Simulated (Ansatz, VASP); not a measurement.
**One calculation of ZrTi2C3, two programs**

File INCAR:

```
PREC = Accurate
ENCUT = 600
EDIFF = 1E-7
ISMEAR = 0
SIGMA = 0.1
LREAL = F
LASPH = T
NELM = 100
ALGO = Normal
ISIF = 3
LWAVE = F
LCHARG = F
GGA = PE
IBRION = 2
NSW = 100
EDIFFG = -0.01
```

File KPOINTS:

```
Automatic mesh
0
Gamma
  12 12 6
```

File POSCAR:

```
ZrTi2C3
1.0
    3.1699076398      0.0000000000      0.0000000000
   -1.5849538199      2.7452205437      0.0000000000
    0.0000000000      0.0000000000      7.6888804701
Zr Ti C
1 2 3
Direct
    0.0000000000      0.0000000000      0.0000000000
    0.6666666667      0.3333333333      0.3405755337
    0.3333333333      0.6666666667      0.6594244663
    0.3333333333      0.6666666667      0.1818646409
    0.0000000000      0.0000000000      0.5000000000
    0.6666666667      0.3333333333      0.8181353591
```

Input for Ansatz:

```yaml
crystal:
  lattice:
    - [3.1699076398, 0.0, 0.0]
    - [-1.5849538199, 2.7452205437, 0.0]
    - [0.0, 0.0, 7.6888804701]
  atoms:
    - { symbol: Zr, position: [0.0, 0.0, 0.0] }
    - { symbol: Ti, position: [0.6666666667, 0.3333333333, 0.3405755337] }
    - { symbol: Ti, position: [0.3333333333, 0.6666666667, 0.6594244663] }
    - { symbol: C, position: [0.3333333333, 0.6666666667, 0.1818646409] }
    - { symbol: C, position: [0.0, 0.0, 0.5] }
    - { symbol: C, position: [0.6666666667, 0.3333333333, 0.8181353591] }
basis:
  ecutwfc: 420
kpoints:
  mp_grid: { grid: [12, 12, 6] }
hamiltonian:
  xc: pbe
scf:
  occupations: { method: gaussian, width: 0.1 }
output:
  forces: true
  stress: true
  eigenvalues: true
relax:
  adjacent_minimum: "off"
  f_tol: 0.01
  max_steps: 80
  cell: { stress_tol: 0.05 }
```

Alike in both runs: task relaxation of cell and atoms; functional PBE; k mesh 12 × 12 × 6; occupations gaussian, width 0.1 eV; no spin polarisation.

|  | VASP | Ansatz |
| --- | --- | --- |
| version | VASP 6.6.1 | Ansatz 0.2.0 |
| potentials or method | VASP PAW PBE potentials, release 64 (Zr_sv, Ti_sv, C), cutoff 600 eV | scalar-relativistic, plane waves, PAW |
| valence electrons in the cell | 48 | 48 |

```csv
,VASP,Ansatz,Ansatz less VASP
"gap on the k mesh at the Fermi level, each at its own relaxed structure (eV)",none,none,-
relaxed volume (Å³/atom),11.15,11.15,-0.007
relaxed cell length with the largest relative difference (Å),7.712,7.710,-0.0020
```

A gap of «none» marks a metal or a gap that the smearing closes.
